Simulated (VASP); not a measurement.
# Sb: single point with PBE

Sb:

```
Sb
1.0
     2.19908   -2.19860    0.00000
     2.19908    2.19860    0.00000
     0.00000    0.00000    3.10940
Sb
1
Cartesian
  0.0000 0.0000 0.0000
```

This isn't the form of Sb at room conditions, which is rhombohedral.

```
Program                 : VASP 6.6.1
Task                    : single point
Functional              : PBE
Potentials or basis     : VASP PAW PBE potentials, release 64 (Sb)
Cutoff                  : 520 eV
k mesh                  : 18 × 18 × 18
Occupations             : gaussian, width 0.1 eV
Spin                    : no spin polarisation
Dipole correction       : no
k mesh for the DOS      : 27 × 27 × 27
Occupations for the DOS : tetrahedron
Further INCAR settings  : ALGO = Normal; EDIFF = 1e-06; NBANDS = 8
```

| Item | Value |
| --- | --- |
| Valence electrons inside the program's atomic spheres | Sb 2.37 |

Levels at points of the mesh, in eV from the Fermi level:
```tsv
k point	band 1	band 2	band 3	band 4	band 5	band 6	band 7	band 8
(0.00, 0.00, 0.00)	-12.32	3.25	3.25	3.25	6.92	6.92	8.22	17.60
```

Wall time 2.2 min on 1 thread of AMD EPYC 9R45 (Zen 5) (shared host), peak memory 0.71 GiB.

Caveat: spin-orbit coupling is left out, which moves the levels of the heavy elements; an odd number of electrons without spin polarisation forces a metal; a magnetic or distorted state may lie lower.
